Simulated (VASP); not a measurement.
The system is CaS.

```xyz
2
Lattice="0.0000 2.8524 2.8524 2.8524 0.0000 2.8524 2.8524 2.8524 0.0000" Properties=species:S:1:pos:R:3 pbc="T T T"
Ca    0.0000    0.0000    0.0000
S     2.8524    2.8524    2.8524
```

Base run:

| Quantity | Value |
| --- | --- |
| Program | VASP 6.6.1 |
| Functional | PBE |
| Potentials or basis | VASP PAW PBE potentials, release 64 (Ca_sv, S) |
| Cutoff | 500 eV |
| k mesh | 5 × 5 × 5 |
| Occupations | gaussian, width 0.1 eV |
| Spin | no spin polarisation |

Its results: band gap on the k mesh 2.49 eV, indirect (least direct gap 3.26 eV); pressure 0.4 GPa.

The run is repeated on the same cell with these changes: k mesh from 5 × 5 × 5 to 4 × 4 × 4. What comes out?

Band gap on the k mesh 2.36 eV, indirect (least direct gap 3.16 eV); pressure 0.5 GPa.

Caveats: some runs use coarse meshes.

A k mesh can miss the band edges.
